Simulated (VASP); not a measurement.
Input of a VASP 6.6.1 run:

INCAR

```
SYSTEM = Re
  PREC = Accurate
  ENCUT = 520
  EDIFF = 1E-6
  ISMEAR = -1
  SIGMA = 0.05
  LREAL = .FALSE.
  LASPH = .TRUE.
  NELM = 100
  ALGO = Normal
  ISIF = 2
  LWAVE = .FALSE.
  LCHARG = .FALSE.
  GGA = PS
  NBANDS = 14
```

File KPOINTS:

```
regular mesh
0
G
  18 18 10
  0 0 0
```

POSCAR

```
Re
1.0
    2.6029010724      0.0000000000      0.0000000000
   -1.3014505362      2.2541784522      0.0000000000
    0.0000000000      0.0000000000      4.1203800000
Re
2
Direct
    0.3333333333      0.6666666667      0.2500000000
    0.6666666667      0.3333333333      0.7500000000
```

Potentials or basis: VASP PAW PBE potentials, release 64 (Re).

Launch:

```console
$ cat potpaw_PBE.64/Re/POTCAR > POTCAR
$ mpirun -np 1 vasp_std > vasp.out
```

(1) Predict the band gap on the k mesh.

(2) What does it give for the pressure?

## Answers

(1) zero (bands 7 and 8 overlap by 4.79 eV).

(2) 112.0 GPa.

Caveat: the cell differs from its parent crystal (zz strain of -1 %); the cell stands under pressure; the PAW data sets were made with another functional, which shifts forces and pressure a little; spin-orbit coupling is left out, which moves the levels of the heavy elements.
